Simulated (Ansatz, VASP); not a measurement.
## GdN in VASP and in Ansatz

```xyz
2
Lattice="0.0000 2.6861 2.6861 2.6861 0.0000 2.6861 2.6861 2.6861 0.0000" Properties=species:S:1:pos:R:3 pbc="T T T"
Gd    0.0000    0.0000    0.0000
N     1.3431    1.3431    1.3431
```

Change from the starting cell: volume scaled by 1.02, PAW files.

Alike in both runs: task electric field gradients; functional PBE; k mesh 12 × 12 × 12; occupations fermi-dirac, width 0.03 eV; collinear spin.

|  | VASP | Ansatz |
| --- | --- | --- |
| version | VASP 6.6.1 | Ansatz 0.2.0 |
| potentials or method | VASP PAW PBE potentials, release 64 (Gd, N) | PAW with Ansatz's default frozen-core files, scalar-relativistic |
| plane-wave cutoff (eV) | 520 | 420 |
| valence electrons in the cell | 23 | 23 |

|  | VASP | Ansatz | Ansatz less VASP |
| --- | --- | --- | --- |
| gap on the k mesh at the Fermi level (eV) | 1.17 | 1.16 | -0.011 |
| pressure (GPa) | -1.8 | -2.0 | -0.14 |
| net moment per atom (μB) | 3.50 | 3.50 | 0.000 |
| size of the moment on the site where the two differ most (μB) | 6.79 | 6.80 | +0.013 |

Site moments also hang on the region over which each program counts them.

Spin-orbit coupling is off throughout.
